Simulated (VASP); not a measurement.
# SiO2 (I-42d) in VASP: single point with PBE

Aim: the single point of SiO2 with PBE.

Everything below comes from runs of VASP 6.6.1. Logs are shortened: lines on timing, memory, paths and dates and some standing lists are left out, and cuts for length are marked.

## 1. The cell of the first run

Symmetry: I-42d, No. 122, tetragonal system. Conventional cell: a = 5.026 Å, b = 5.026 Å, c = 7.372 Å, α = 90.00°, β = 90.00°, γ = 90.00°. Si (site symmetry -4) has 4 O at 1.63 Å within 2.2 Å. Within 2.2 Å of O (site symmetry 2) lie 2 Si at 1.63 Å.

## 2. Single point, PBE

INCAR

```
ALGO = Normal
EDIFF = 1E-6
ENCUT = 520
GGA = PE
ISIF = 2
ISMEAR = 0
LASPH = T
LCHARG = F
LREAL = F
LWAVE = F
NBANDS = 25
NELM = 60
PREC = Accurate
SIGMA = 0.02
```

KPOINTS

```
k-points
0
Gamma
  6 6 6
```

POSCAR

```
SiO2
1.0
   -2.5131481473      2.5131481473      3.6858651426
    2.5131481473     -2.5131481473      3.6858651426
    2.5131481473      2.5131481473     -3.6858651426
Si O
2 4
Direct
    0.0000000000      0.0000000000      0.0000000000
    0.7500000000      0.2500000000      0.5000000000
    0.3750000000      0.2174794779      0.3424794779
    0.9674794779      0.6250000000      0.8424794779
    0.7825205221      0.1250000000      0.1575205221
    0.8750000000      0.0325205221      0.6575205221
```

Potentials or basis: VASP PAW PBE potentials, release 64 (Si, O).

Started as:

```sh
$ cat potpaw_PBE.64/Si/POTCAR potpaw_PBE.64/O/POTCAR > POTCAR
$ mpirun -np 1 vasp_std > vasp.out
```

OUTCAR:

```text
EDIFF = 1E-6
   ENCUT = 520
   GGA = PE
   ISIF = 2
   ISMEAR = 0
   LASPH = T
   LREAL = F
   NELM = 60
   PREC = Accurate

 ion  position               nearest neighbor table
   1  0.000  0.000  0.000-   3 1.63   4 1.63   5 1.63   6 1.63   2 3.12   2 3.12   2 3.12   2 3.12

   2  0.750  0.250  0.500-   3 1.63   4 1.63   5 1.63   6 1.63   1 3.12   1 3.12   1 3.12   1 3.12

   3  0.375  0.217  0.342-   1 1.63   2 1.63
   4  0.967  0.625  0.842-   1 1.63   2 1.63
   5  0.783  0.125  0.158-   1 1.63   2 1.63
   6  0.875  0.033  0.658-   1 1.63   2 1.63

  LATTYP: Found a body centered tetragonal cell.
 ALAT       =     5.0262962946
 C/A-ratio  =     1.4666326562

  Lattice vectors:

 A1 = (  -2.5131481473,   2.5131481473,   3.6858651426)
 A2 = (   2.5131481473,  -2.5131481473,   3.6858651426)
 A3 = (   2.5131481473,   2.5131481473,  -3.6858651426)

Analysis of symmetry for initial positions (statically):
=====================================================================
 Subroutine PRICEL returns:
 Original cell was already a primitive cell.

 Routine SETGRP: Setting up the symmetry group for a
 body centered tetragonal supercell.

 Subroutine GETGRP returns: Found  8 space group operations
 (whereof  4 operations were pure point group operations)
 out of a pool of 16 trial point group operations.

The static configuration has the point symmetry S_4 .
 The point group associated with its full space group is D_2d.

Analysis of symmetry for dynamics (positions and initial velocities):
=====================================================================
 Subroutine PRICEL returns:
 Original cell was already a primitive cell.

 Routine SETGRP: Setting up the symmetry group for a
 body centered tetragonal supercell.

 Subroutine GETGRP returns: Found  8 space group operations
 (whereof  4 operations were pure point group operations)
 out of a pool of 16 trial point group operations.

The dynamic configuration has the point symmetry S_4 .
 The point group associated with its full space group is D_2d.

 Subroutine INISYM returns: Found  8 space group operations
 (whereof  4 operations are pure point group operations),
 and found     1 'primitive' translations

----------------------------------------------------------------------------------------

                                     Primitive cell

  volume of cell :      93.1184

  direct lattice vectors                    reciprocal lattice vectors
    -2.513148147  2.513148147  3.685865143     0.000000000  0.198953651  0.135653362
     2.513148147 -2.513148147  3.685865143     0.198953651  0.000000000  0.135653362
     2.513148147  2.513148147 -3.685865143     0.198953651  0.198953651  0.000000000

  length of vectors
     5.120295799  5.120295799  5.120295799     0.240799481  0.240799481  0.281362952

  position of ions in fractional coordinates (direct lattice)
     0.000000000  0.000000000  0.000000000
     0.750000000  0.250000000  0.500000000
     0.375000000  0.217479478  0.342479478
     0.967479478  0.625000000  0.842479478
     0.782520522  0.125000000  0.157520522
     0.875000000  0.032520522  0.657520522

  ion indices of the primitive-cell ions
   primitive index   ion index
                 1           1
                 2           2
                 3           3
                 4           4
                 5           5
                 6           6

----------------------------------------------------------------------------------------

 KPOINTS: k-points

Automatic generation of k-mesh.
 Grid dimensions read from file:
 generate k-points for:    6    6    6

 Generating k-lattice:

  Cartesian coordinates                     Fractional coordinates (reciprocal lattice)
     0.000000000  0.033158942  0.022608894     0.166666667  0.000000000  0.000000000
     0.033158942  0.000000000  0.022608894     0.000000000  0.166666667  0.000000000
     0.033158942  0.033158942  0.000000000     0.000000000  0.000000000  0.166666667

  Length of vectors
     0.040133247  0.040133247  0.046893825

  Shift w.r.t. Gamma in fractional coordinates (k-lattice)
     0.000000000  0.000000000  0.000000000

 Subroutine IBZKPT returns following result:
 ===========================================

 Found     30 irreducible k-points:

 Following reciprocal coordinates:
            Coordinates               Weight
  0.000000  0.000000  0.000000      1.000000
  0.166667 -0.000000  0.000000      8.000000
  0.333333 -0.000000  0.000000      8.000000
  0.500000 -0.000000  0.000000      4.000000
  0.166667  0.166667  0.000000      8.000000
  0.333333  0.166667  0.000000     16.000000
[... 16 lines left out ...]
 -0.333333 -0.333333  0.166667      8.000000
 -0.166667 -0.333333  0.166667      8.000000
 [... further k-points ...]
   k-points           NKPTS =     30   k-points in BZ     NKDIM =     30   number of bands    NBANDS=     25
   number of dos      NEDOS =    301   number of ions     NIONS =      6
   total plane-waves  NPLWV =  64000
   dimension x,y,z NGX =    40 NGY =   40 NGZ =   40
   dimension x,y,z NGXF=    80 NGYF=   80 NGZF=   80
   ions per type =               2   4
   NGX,Y,Z   is equivalent  to a cutoff of  12.99, 12.99, 12.99 a.u.
   NGXF,Y,Z  is equivalent  to a cutoff of  25.97, 25.97, 25.97 a.u.
 SYSTEM =  unknown system
   PREC   = accura    normal or accurate (medium, high low for compatibility)
   ISTART =      0    job   : 0-new  1-cont  2-samecut
   ICHARG =      2    charge: 1-file 2-atom 10-const
   ISPIN  =      1    spin polarized calculation?
   LNONCOLLINEAR =      F non collinear calculations
   LSORBIT =      F    spin-orbit coupling
   LASPH  =      T    aspherical Exc in radial PAW
   ENCUT  =  520.0 eV  38.22 Ry    6.18 a.u.   9.52  9.52  9.52*2*pi/ulx,y,z
   NELM   =     60;   NELMIN=  2; NELMDL= -5     # of ELM steps
   EDIFF  = 0.1E-05   stopping-criterion for ELM
   LREAL  =      F    real-space projection
   EDIFFG = 0.1E-04   stopping-criterion for IOM
   NSW    =      0    number of steps for IOM
   IBRION =     -1    ionic relax: 0-MD 1-quasi-New 2-CG
   NFREE  =      0    steps in history (QN), initial steepest desc. (CG)
   ISIF   =      2    stress and relaxation
   ISYM   =      2    0-nonsym 1-usesym 2-fastsym
   POTIM  = 0.5000    time-step for ionic-motion
   TEBEG  =    0.0;   TEEND  =   0.0 temperature during run
   PSTRESS=    0.0 pullay stress
   NELECT =      32.0000    total number of electrons
   NUPDOWN=      -1.0000    fix difference up-down
   EMIN   =  10.00;   EMAX   =-10.00  energy-range for DOS
   EFERMI =   0.00;   METHOD = LEGACY
   ISMEAR =     0;   SIGMA  =   0.02  broadening in eV -4-tet -1-fermi 0-gaus
   EFERMI_NEDOS =   21; number of points for ismear=-14 and -15
   IALGO  =     38    algorithm
   IMIX   =      4    mixing-type and parameters
     AMIX     =   0.40;   BMIX     =  1.00
     AMIX_MAG =   1.60;   BMIX_MAG =  1.00
  volume/ion in A,a.u.               =      15.52       104.73
  Fermi-wavevector in a.u.,A,eV,Ry     =   1.146691  2.166931 17.890294  1.314900
  Thomas-Fermi vector in A             =   2.283374
   LORBIT       =      0    0 simple, 1 ext, 2 COOP (PROOUT), +10 PAW based schemes
   GGA     = PE    functional components
   LHFCALC =     F    Hartree Fock is set to
   AEXX    =    0.0000 exact exchange contribution
   IVDW    =     0    specifies the selected vdW correction
   LEPSILON=     F    determine dielectric tensor
   LRPA    =     F    only Hartree local field effects (RPA)
 non-spin polarized calculation
 Gauss-broadening in eV      SIGMA  =   0.02
  energy-cutoff  :      520.00
  volume of cell :       93.12
 maximum number of plane-waves:      2531
 NGX is ok and might be reduce to    40
   NGX = 19   NGY = 19   NGZ = 19

 number of electron      31.9999995 magnetization

 Free energy of the ion-electron system (eV)
  ---------------------------------------------------
  ext. energy  EPLUGINS =         0.00000000
  ---------------------------------------------------
  free energy    TOTEN  =       -47.49209299 eV

  energy without entropy =      -47.49209299  energy(sigma->0) =      -47.49209299

 E-fermi :  -0.5373     XC(G=0):  -8.0118

 val. band max:       -0.6371805306   @ k =   0.0000   0.0000   0.0000
 cond. band min:       5.0995791492   @ k =   0.0000   0.0000   0.0000
 fundamental gap:      5.7367596798
 Fermi energy:        -0.5373410992

 k-point     1 :       0.0000    0.0000    0.0000
  band No.  band energies     occupation
      1     -19.7368      2.00000
      2     -17.7370      2.00000
      3     -17.7370      2.00000
      4     -17.6784      2.00000
      5      -9.8625      2.00000
      6      -6.1223      2.00000
[... 17 lines left out ...]
     24      12.2255      0.00000
     25      12.8824      0.00000

 k-point     2 :       0.1667   -0.0000    0.0000
  band No.  band energies     occupation
      1     -19.6574      2.00000
      2     -17.8579      2.00000
      3     -17.7412      2.00000
      4     -17.6983      2.00000
      5      -9.6493      2.00000
      6      -6.1962      2.00000
[... 17 lines left out ...]
     24      12.1799      0.00000
     25      12.5968      0.00000

 k-point     3 :       0.3333   -0.0000    0.0000
  band No.  band energies     occupation
      1     -19.4563      2.00000
      2     -18.1651      2.00000
      3     -17.7485      2.00000
      4     -17.7103      2.00000
      5      -9.1617      2.00000
      6      -6.4596      2.00000
[... 552 lines left out ...]
 k-point    23 :      -0.3333   -0.3333    0.1667
  band No.  band energies     occupation
      1     -19.2579      2.00000
      2     -18.4047      2.00000
      3     -17.7606      2.00000
      4     -17.7450      2.00000
      5      -8.6536      2.00000
      6      -6.8793      2.00000
[... 17 lines left out ...]
     24      12.2836      0.00000
     25      12.8462      0.00000

 k-point    24 :      -0.1667   -0.3333    0.1667
  band No.  band energies     occupation
      1     -19.4571      2.00000
      2     -18.1383      2.00000
      3     -17.7520      2.00000
      4     -17.7393      2.00000
      5      -9.1229      2.00000
      6      -6.4462      2.00000
[... 17 lines left out ...]
     24      12.1840      0.00000
     25      12.7883      0.00000

 [... further k-points ...]

------------------------ aborting loop because EDIFF is reached ----------------------------------------

  FORCE on cell =-STRESS in cart. coord.  units (eV):
  Direction    XX          YY          ZZ          XY          YZ          ZX
  --------------------------------------------------------------------------------------
  -------------------------------------------------------------------------------------
  Total        0.0515659      0.0515659      0.0921282      0.0000000      0.0000000      0.0000000
  in kB        0.8872335      0.8872335      1.5851401      0.0000000      0.0000000      0.0000000
  external PRESSURE =       1.1198690 kB  Pullay stress =       0.0000000 kB

 VOLUME and BASIS-vectors are now :
 -----------------------------------------------------------------------------
  energy-cutoff  :      520.00
  volume of cell :       93.12
      direct lattice vectors                 reciprocal lattice vectors
    -2.513148147  2.513148147  3.685865143     0.000000000  0.198953651  0.135653362
     2.513148147 -2.513148147  3.685865143     0.198953651  0.000000000  0.135653362
     2.513148147  2.513148147 -3.685865143     0.198953651  0.198953651  0.000000000

 POSITION                                       TOTAL-FORCE (eV/Angst)
 -----------------------------------------------------------------------------------
      0.00000      0.00000      0.00000         0.000000      0.000000      0.000000
      0.00000      2.51315      1.84293        -0.000000      0.000000     -0.000000
      0.46483      1.25657      0.92147        -0.006919      0.000000     -0.000000
      1.25657      2.97798      2.76440        -0.000000     -0.006919     -0.000000
     -1.25657      2.04832      2.76440         0.000000      0.006919      0.000000
     -0.46483      3.76972      0.92147         0.006919      0.000000      0.000000
 -----------------------------------------------------------------------------------
    total drift:                                0.000004      0.000004      0.000003

  FREE ENERGIE OF THE ION-ELECTRON SYSTEM (eV)
  ---------------------------------------------------
  free  energy   TOTEN  =       -47.4920929921 eV

  energy  without entropy=      -47.4920929921  energy(sigma->0) =      -47.49209299
```

Wall time 2.2 min (1 thread of Intel Xeon 8259CL, shared host); peak memory 0.25 GiB.

Results:

| Quantity | Value |
| --- | --- |
| Free energy | -47.4921 eV |
| Pressure | 0.1 GPa |
| Largest force | 0.007 eV/Å |
| Band gap on the k mesh | 5.74 eV |

Forces on the atoms (eV/Å):
```
Si   0.000  0.000  0.000
Si   0.000  0.000  0.000
O   -0.007  0.000  0.000
O    0.000 -0.007  0.000
O    0.000  0.007  0.000
O    0.007  0.000  0.000
```

Levels at points of the mesh, in eV from the valence-band top:
```
           k point  band 13  band 14  band 15  band 16  band 17  band 18  band 19  band 20
(0.00, 0.00, 0.00)    -1.55    -0.65     0.00     0.00     5.74     8.71    10.23    10.29
(0.50, 0.00, 0.00)    -1.48    -0.79    -0.51    -0.13     7.93     8.83     9.59    10.02
(0.50, 0.50, 0.00)    -0.97    -0.97    -0.35    -0.35     8.91     8.91    10.02    10.02
(0.50, 0.50, 0.50)    -1.43    -1.43    -0.34    -0.34     8.73     8.73    10.18    10.18
```
